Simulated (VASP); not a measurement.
The system is DyMgSb3.

```
CELL_PARAMETERS angstrom
5.00040 0.00000 0.00000
0.00000 5.00040 0.00000
0.00000 0.00000 5.00040
ATOMIC_POSITIONS crystal
Dy 0.50000 0.50000 0.50000
Mg 0.00000 0.00000 0.00000
Sb 0.00000 0.50000 0.50000
Sb 0.50000 0.50000 0.00000
Sb 0.50000 0.00000 0.50000
```

The cell was generated, and may not be a known phase.

| Item | Value |
| --- | --- |
| Program | VASP 6.6.1 |
| Task | relaxation of cell and atoms |
| Functional | PBE |
| Potentials or basis | VASP PAW PBE potentials, release 64 (Dy_3, Mg, Sb), 4f in core |
| Cutoff | 600 eV |
| k mesh | 4 × 4 × 4 |
| Occupations | gaussian, width 0.1 eV |
| Spin | no spin polarisation |

At the start: pressure 32.3 GPa; volume 25.01 Å³/atom.

Task: Where does the relaxation end?

Result: Over 4 steps the energy falls by 911.7 meV/atom and the volume is 38.09 Å³/atom (+52.3 %); space group Pm-3m (No. 221, to 0.1 Å) before and after.

The path:
```csv
step,energy change (eV),largest force (eV/Å),pressure (GPa),volume (Å³)
1,0.0000,0.0000,32.29,125.03
2,-3.6772,0.0000,-4.52,240.19
3,-4.5570,0.0000,0.29,188.16
4,-4.5583,0.0000,-0.11,190.45
```

Final structure:
```
Dy Mg Sb
1.0
     5.75345    0.00000    0.00000
     0.00000    5.75345    0.00000
     0.00000    0.00000    5.75345
Dy Mg Sb
1 1 3
Direct
  0.50000 0.50000 0.50000
  0.00000 0.00000 0.00000
  0.00000 0.50000 0.50000
  0.50000 0.50000 0.00000
  0.50000 0.00000 0.50000
```

Caveat: the volume moved by over 15 % at a fixed basis, so the end points are rough.
